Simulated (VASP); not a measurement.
# Ta16C in VASP: single point with PBE

Aim: the single point of Ta16C with PBE.

All numbers are computed with VASP 6.6.1; they aren't measurements. Logs are shortened: lines on timing, memory, paths and dates and some standing lists are left out, and cuts for length are marked.

### Step 1. The cell of the first run

The cell holds a slab with vacuum, 17 atoms: a = 6.638 Å, b = 6.638 Å, c = 20.300 Å, α = 90.00°, β = 90.00°, γ = 90.00°.

### Step 2. Single point, PBE

Contents of INCAR:

```
SYSTEM = Ta16C
PREC     = Accurate       ! precision mode
ENCUT    = 520            ! plane-wave cutoff, eV
EDIFF    = 1E-7           ! SCF threshold, eV
ISMEAR   = 0              ! smearing method
SIGMA    = 0.1            ! smearing width, eV
LREAL    = Auto         
LASPH    = .TRUE.         ! aspherical terms in the spheres
NELM     = 100            ! most SCF steps
ALGO     = Normal         ! electronic algorithm
ISIF     = 2              ! what is computed and relaxed
LWAVE    = .FALSE.        ! write WAVECAR
LCHARG   = .TRUE.         ! write CHGCAR
LDIPOL   = .TRUE.       
IDIPOL   = 3            
DIPOL    = 0.5 0.5 0.326
GGA      = PE             ! functional
LELF     = .TRUE.         ! ELF
LVHAR    = .TRUE.       
LVACPOTAV= .TRUE.       
NBANDS   = 104            ! bands
```

Contents of KPOINTS:

```
Automatic mesh
0
G
  4 4 1
  0 0 0
```

Contents of POSCAR:

```
Ta16C
1.0
    6.6379342679      0.0000000000      0.0000000000
    0.0000000000      6.6379342679      0.0000000000
    0.0000000000      0.0000000000     20.2996559574
Ta C
16 1
Direct
    0.2500000000      0.2500000000      0.1970476745
    0.2500000000      0.7500000000      0.1970476745
    0.7500000000      0.2500000000      0.1970476745
    0.7500000000      0.7500000000      0.1970476745
    0.0000000000      0.0000000000      0.2787970190
    0.0000000000      0.5000000000      0.2787970190
    0.5000000000      0.0000000000      0.2787970190
    0.5000000000      0.5000000000      0.2787970190
    0.2500000000      0.2500000000      0.3599139064
    0.2500000000      0.7500000000      0.3599139064
    0.7500000000      0.2500000000      0.3599139064
    0.7500000000      0.7500000000      0.3599139064
    0.0000000000      0.0000000000      0.4334879357
    0.0000000000      0.5000000000      0.4334879357
    0.5000000000      0.0000000000      0.4334879357
    0.5000000000      0.5000000000      0.4334879357
    0.1875000000      0.1875000000      0.4688847794
```

Potentials or basis: VASP PAW PBE potentials, release 64 (Ta_pv, C).

Started as:

```sh
$ cat potpaw_PBE.64/Ta_pv/POTCAR potpaw_PBE.64/C/POTCAR > POTCAR
$ mpirun -np 1 vasp_std > vasp.out
```

OUTCAR:

```text
SYSTEM = Ta16C
   PREC = Accurate
   ENCUT = 520
   EDIFF = 1E-7
   ISMEAR = 0
   LREAL = Auto
   LASPH = .TRUE.
   NELM = 100
   ISIF = 2
   GGA = PE

 ion  position               nearest neighbor table
   1  0.250  0.250  0.197-   5 2.87   6 2.87   7 2.87   8 2.87   9 3.31   3 3.32   2 3.32   2 3.32
                             3 3.32
   2  0.250  0.750  0.197-   5 2.87   6 2.87   7 2.87   8 2.87  10 3.31   4 3.32   1 3.32   1 3.32
                             4 3.32
   3  0.750  0.250  0.197-   5 2.87   6 2.87   7 2.87   8 2.87  11 3.31   4 3.32   1 3.32   4 3.32
                             1 3.32
   4  0.750  0.750  0.197-   5 2.87   6 2.87   7 2.87   8 2.87  12 3.31   3 3.32   2 3.32   3 3.32
                             2 3.32
   5  0.000  0.000  0.279-   9 2.87  10 2.87  11 2.87  12 2.87   1 2.87   2 2.87   3 2.87   4 2.87
                            13 3.14   7 3.32   6 3.32   6 3.32   7 3.32
   6  0.000  0.500  0.279-   9 2.87  10 2.87  11 2.87  12 2.87   1 2.87   2 2.87   3 2.87   4 2.87
                            14 3.14   8 3.32   5 3.32   5 3.32   8 3.32
   7  0.500  0.000  0.279-   9 2.87  10 2.87  11 2.87  12 2.87   1 2.87   2 2.87   3 2.87   4 2.87
                            15 3.14   8 3.32   5 3.32   8 3.32   5 3.32
   8  0.500  0.500  0.279-   9 2.87  10 2.87  11 2.87  12 2.87   1 2.87   2 2.87   3 2.87   4 2.87
                            16 3.14   7 3.32   6 3.32   7 3.32   6 3.32
   9  0.250  0.250  0.360-  17 2.29  14 2.78  15 2.78  16 2.78  13 2.78   6 2.87   7 2.87   8 2.87
                             5 2.87   1 3.31  11 3.32  10 3.32  10 3.32  11 3.32
  10  0.250  0.750  0.360-  13 2.78  14 2.78  15 2.78  16 2.78   5 2.87   6 2.87   7 2.87   8 2.87
                             2 3.31   9 3.32  12 3.32   9 3.32  12 3.32
  11  0.750  0.250  0.360-  13 2.78  14 2.78  15 2.78  16 2.78   5 2.87   6 2.87   7 2.87   8 2.87
                             3 3.31   9 3.32  12 3.32  12 3.32   9 3.32
  12  0.750  0.750  0.360-  13 2.78  14 2.78  15 2.78  16 2.78   5 2.87   6 2.87   7 2.87   8 2.87
                             4 3.31  10 3.32  11 3.32  11 3.32  10 3.32
  13  0.000  0.000  0.433-  17 1.90  10 2.78  11 2.78  12 2.78   9 2.78   5 3.14  15 3.32  14 3.32
                            14 3.32  15 3.32
  14  0.000  0.500  0.433-  17 2.52  10 2.78  11 2.78  12 2.78   9 2.78   6 3.14  16 3.32  13 3.32
                            13 3.32  16 3.32
  15  0.500  0.000  0.433-  17 2.52  10 2.78  11 2.78  12 2.78   9 2.78   7 3.14  16 3.32  13 3.32
                            16 3.32  13 3.32
  16  0.500  0.500  0.433-   9 2.78  10 2.78  11 2.78  12 2.78   8 3.14  14 3.32  15 3.32  15 3.32
                            14 3.32
  17  0.188  0.188  0.469-  13 1.90   9 2.29  14 2.52  15 2.52

  LATTYP: Found a simple tetragonal cell.
 ALAT       =     6.6379342679
 C/A-ratio  =     3.0581284987

  Lattice vectors:

 A1 = (   6.6379342679,   0.0000000000,   0.0000000000)
 A2 = (   0.0000000000,   6.6379342679,   0.0000000000)
 A3 = (   0.0000000000,   0.0000000000,  20.2996559574)

Analysis of symmetry for initial positions (statically):
=====================================================================
 Subroutine PRICEL returns:
 Original cell was already a primitive cell.

 Routine SETGRP: Setting up the symmetry group for a
 simple tetragonal supercell.

 Subroutine GETGRP returns: Found  2 space group operations
 (whereof  2 operations were pure point group operations)
 out of a pool of 16 trial point group operations.

The static configuration has the point symmetry C_1h.

Analysis of symmetry for dynamics (positions and initial velocities):
=====================================================================
 Subroutine PRICEL returns:
 Original cell was already a primitive cell.

 Routine SETGRP: Setting up the symmetry group for a
 simple tetragonal supercell.

 Subroutine GETGRP returns: Found  2 space group operations
 (whereof  2 operations were pure point group operations)
 out of a pool of 16 trial point group operations.

The dynamic configuration has the point symmetry C_1h.

 Subroutine INISYM returns: Found  2 space group operations
 (whereof  2 operations are pure point group operations),
 and found     1 'primitive' translations

----------------------------------------------------------------------------------------

                                     Primitive cell

  volume of cell :     894.4469
[... 55 lines left out ...]

 Generating k-lattice:

  Cartesian coordinates                     Fractional coordinates (reciprocal lattice)
     0.037662319  0.000000000  0.000000000     0.250000000  0.000000000  0.000000000
     0.000000000  0.037662319  0.000000000     0.000000000  0.250000000  0.000000000
     0.000000000  0.000000000  0.049261919     0.000000000  0.000000000  1.000000000

  Length of vectors
     0.037662319  0.037662319  0.049261919

  Shift w.r.t. Gamma in fractional coordinates (k-lattice)
     0.000000000  0.000000000  0.000000000

 Subroutine IBZKPT returns following result:
 ===========================================

 Found      7 irreducible k-points:

 Following reciprocal coordinates:
            Coordinates               Weight
  0.000000  0.000000  0.000000      1.000000
  0.250000  0.000000  0.000000      4.000000
  0.500000  0.000000  0.000000      2.000000
  0.250000  0.250000  0.000000      2.000000
 -0.250000  0.250000  0.000000      2.000000
  0.500000  0.250000  0.000000      4.000000
  0.500000  0.500000  0.000000      1.000000
   k-points           NKPTS =      7   k-points in BZ     NKDIM =      7   number of bands    NBANDS=    104
   number of dos      NEDOS =    301   number of ions     NIONS =     17
   total plane-waves  NPLWV = 400000
   dimension x,y,z NGX =    50 NGY =   50 NGZ =  160
   dimension x,y,z NGXF=   100 NGYF=  100 NGZF=  320
   ions per type =              16   1
   NGX,Y,Z   is equivalent  to a cutoff of  12.52, 12.52, 13.10 a.u.
   NGXF,Y,Z  is equivalent  to a cutoff of  25.04, 25.04, 26.21 a.u.
 SYSTEM =  Ta16C
   PREC   = accura    normal or accurate (medium, high low for compatibility)
   ISTART =      0    job   : 0-new  1-cont  2-samecut
   ICHARG =      2    charge: 1-file 2-atom 10-const
   ISPIN  =      1    spin polarized calculation?
   LNONCOLLINEAR =      F non collinear calculations
   LSORBIT =      F    spin-orbit coupling
   LASPH  =      T    aspherical Exc in radial PAW
   ENCUT  =  520.0 eV  38.22 Ry    6.18 a.u.  12.34 12.34 37.74*2*pi/ulx,y,z
   NELM   =    100;   NELMIN=  2; NELMDL= -5     # of ELM steps
   EDIFF  = 0.1E-06   stopping-criterion for ELM
   LREAL  =      T    real-space projection
   EDIFFG = 0.1E-05   stopping-criterion for IOM
   NSW    =      0    number of steps for IOM
   IBRION =     -1    ionic relax: 0-MD 1-quasi-New 2-CG
   NFREE  =      0    steps in history (QN), initial steepest desc. (CG)
   ISIF   =      2    stress and relaxation
   ISYM   =      2    0-nonsym 1-usesym 2-fastsym
   POTIM  = 0.5000    time-step for ionic-motion
   TEBEG  =    0.0;   TEEND  =   0.0 temperature during run
   PSTRESS=    0.0 pullay stress
   NELECT =     180.0000    total number of electrons
   NUPDOWN=      -1.0000    fix difference up-down
   EMIN   =  10.00;   EMAX   =-10.00  energy-range for DOS
   EFERMI =   0.00;   METHOD = LEGACY
   ISMEAR =     0;   SIGMA  =   0.10  broadening in eV -4-tet -1-fermi 0-gaus
   EFERMI_NEDOS =   21; number of points for ismear=-14 and -15
   IALGO  =     38    algorithm
   IMIX   =      4    mixing-type and parameters
     AMIX     =   0.40;   BMIX     =  1.00
     AMIX_MAG =   1.60;   BMIX_MAG =  1.00
  volume/ion in A,a.u.               =      52.61       355.06
  Fermi-wavevector in a.u.,A,eV,Ry     =   0.959358  1.812924 12.522370  0.920368
  Thomas-Fermi vector in A             =   2.088547
   LORBIT       =      0    0 simple, 1 ext, 2 COOP (PROOUT), +10 PAW based schemes
   GGA     = PE    functional components
   LHFCALC =     F    Hartree Fock is set to
   AEXX    =    0.0000 exact exchange contribution
   IVDW    =     0    specifies the selected vdW correction
   LEPSILON=     F    determine dielectric tensor
   LRPA    =     F    only Hartree local field effects (RPA)
 non-spin polarized calculation
 Gauss-broadening in eV      SIGMA  =   0.10
  energy-cutoff  :      520.00
  volume of cell :      894.45
 maximum number of plane-waves:     24163
 NGX is ok and might be reduce to    50
   NGX = 25   NGY = 25   NGZ = 75

 dipolmoment           0.000000      0.000000     -0.034380 electrons x Angstroem

 number of electron     179.9999956 magnetization

 dipolmoment           0.000000      0.000000      0.021165 electrons x Angstroem

 Free energy of the ion-electron system (eV)
  ---------------------------------------------------
  ext. energy  EPLUGINS =         0.00000000
  ---------------------------------------------------
  free energy    TOTEN  =      -183.21372314 eV

  energy without entropy =     -183.14189528  energy(sigma->0) =     -183.17780921

 E-fermi :  -0.6191     XC(G=0):  -5.2916

 val. band max:       -0.6511977946   @ k =   0.5000   0.5000   0.0000
 cond. band min:      -0.6101485951   @ k =   0.5000   0.5000   0.0000
 fundamental gap:      0.0410491995
 Fermi energy:        -0.6190501008

 k-point     1 :       0.0000    0.0000    0.0000
  band No.  band energies     occupation
      1     -35.5966      2.00000
      2     -35.5965      2.00000
      3     -35.5904      2.00000
      4     -35.5794      2.00000
      5     -35.5746      2.00000
      6     -35.5492      2.00000
[... 724 lines left out ...]
    101      -0.0371      0.00000
    102       0.1508      0.00000
 [bands above 102 left out]

------------------------ aborting loop because EDIFF is reached ----------------------------------------

  FORCE on cell =-STRESS in cart. coord.  units (eV):
  Direction    XX          YY          ZZ          XY          YZ          ZX
  --------------------------------------------------------------------------------------
  -------------------------------------------------------------------------------------
  Total      -16.7551024    -16.7551024     -2.0625387      3.2331383      1.5717794      1.5717801
  in kB      -30.0125638    -30.0125638     -3.6945208      5.7913564      2.8154485      2.8154498
  external PRESSURE =     -21.2398828 kB  Pullay stress =       0.0000000 kB

 VOLUME and BASIS-vectors are now :
 -----------------------------------------------------------------------------
  energy-cutoff  :      520.00
  volume of cell :      894.45
      direct lattice vectors                 reciprocal lattice vectors
     6.637934268  0.000000000  0.000000000     0.150649277  0.000000000  0.000000000
     0.000000000  6.637934268  0.000000000     0.000000000  0.150649277  0.000000000
     0.000000000  0.000000000 20.299655957     0.000000000  0.000000000  0.049261919

 POSITION                                       TOTAL-FORCE (eV/Angst)
 -----------------------------------------------------------------------------------
      1.65948      1.65948      4.00000         0.064116      0.064116      1.059804
      1.65948      4.97845      4.00000        -0.002754     -0.026635      0.916824
      4.97845      1.65948      4.00000        -0.026635     -0.002754      0.916824
      4.97845      4.97845      4.00000         0.038761      0.038761      0.933793
      0.00000      0.00000      5.65948        -0.002934     -0.002934     -1.204599
      0.00000      3.31897      5.65948         0.004365     -0.035002     -0.894210
[... 9 lines left out ...]
      3.31897      3.31897      8.79966        -0.223193     -0.223193      0.243351
      1.24461      1.24461      9.51820         2.506676      2.506676      0.056040
 -----------------------------------------------------------------------------------
    total drift:                               -0.001302     -0.001302      0.003770

  FREE ENERGIE OF THE ION-ELECTRON SYSTEM (eV)
  ---------------------------------------------------
  free  energy   TOTEN  =      -183.2137231424 eV

  energy  without entropy=     -183.1418952840  energy(sigma->0) =     -183.17780921

 vacuum level on the upper side and lower side of the slab         3.492         3.405
```

Run time: 27 min. Hardware: 1 thread of Intel Xeon Platinum 8559C (Emerald Rapids), shared host; peak memory 1 GiB.

What came out:

* Free energy: -183.2137 eV
* Largest force: 3.545 eV/Å
* Band gap on the k mesh: zero (bands 90 and 91 overlap by 0.65 eV)

Forces in eV/Å, atoms in the order of the input:
```
Ta   0.064  0.064  1.060
Ta  -0.003 -0.027  0.917
Ta  -0.027 -0.003  0.917
Ta   0.039  0.039  0.934
Ta  -0.003 -0.003 -1.205
Ta   0.004 -0.035 -0.894
Ta  -0.035  0.004 -0.894
Ta   0.020  0.020 -1.021
Ta   0.368  0.368 -1.577
Ta   0.279 -0.481 -0.254
Ta  -0.481  0.279 -0.254
Ta  -0.217 -0.217 -0.424
Ta  -1.441 -1.441  0.643
Ta   0.364 -1.216  0.877
Ta  -1.216  0.364  0.877
Ta  -0.223 -0.223  0.243
C    2.507  2.507  0.056
```

Levels at points of the mesh, in eV from the Fermi level:
| k point | band 87 | band 88 | band 89 | band 90 | band 91 | band 92 | band 93 | band 94 |
| --- | --- | --- | --- | --- | --- | --- | --- | --- |
| (0.00, 0.00, 0.00) | -0.04 | 0.02 | 0.08 | 0.19 | 0.23 | 0.37 | 0.41 | 0.42 |
| (0.50, 0.00, 0.00) | -0.45 | -0.38 | -0.30 | -0.25 | 0.03 | 0.25 | 0.32 | 0.35 |
| (0.50, 0.50, 0.00) | -0.85 | -0.83 | -0.78 | -0.60 | -0.45 | -0.10 | -0.03 | 0.01 |

Caveat: spin-orbit coupling is left out, which moves the levels of the heavy elements.

The gap in the log of VASP goes by the Fermi energy; the results here count the filled bands.